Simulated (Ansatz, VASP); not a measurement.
Cu in VASP and in Ansatz

```
Cu
1.0
     1.21846   -3.97638    0.00000
     1.21846    3.97638    0.00000
     0.00000    0.00000    2.42599
Cu
2
Direct
  0.86613 0.13387 0.75000
  0.13387 0.86613 0.25000
```

Alike in both runs: task single point; functional PBEsol; k mesh 9 × 9 × 9; occupations fermi-dirac, width 0.05 eV; no spin polarisation.

|  | VASP | Ansatz |
| --- | --- | --- |
| version | VASP 6.6.1 | Ansatz 0.2.0 |
| potentials or method | VASP PAW PBE potentials, release 64 (Cu) | Ansatz PAW |
| plane-wave cutoff (eV) | 520 | 420 |
| valence electrons in the cell | 22 | 38 |

|  | VASP | Ansatz | Ansatz less VASP |
| --- | --- | --- | --- |
| gap on the k mesh at the Fermi level (eV) | none | none | - |
| pressure (GPa) | 2.4 | 1.8 | -0.62 |
| traceless stress, the component that is largest in VASP (GPa) | 3.85 | 3.81 | -0.046 |
| rms of the force components (eV/Å) | 0.011 | 0.009 | -0.0021 |

VASP's potentials were made for PBE, not for PBEsol. Atom by atom the forces differ by 0.002 eV/Å (rms over components). A gap of «none» marks a metal or a gap that the smearing closes. VASP's potentials hold 22 valence electrons a cell and Ansatz's 38, so a difference there can come from the potentials and not from the codes.
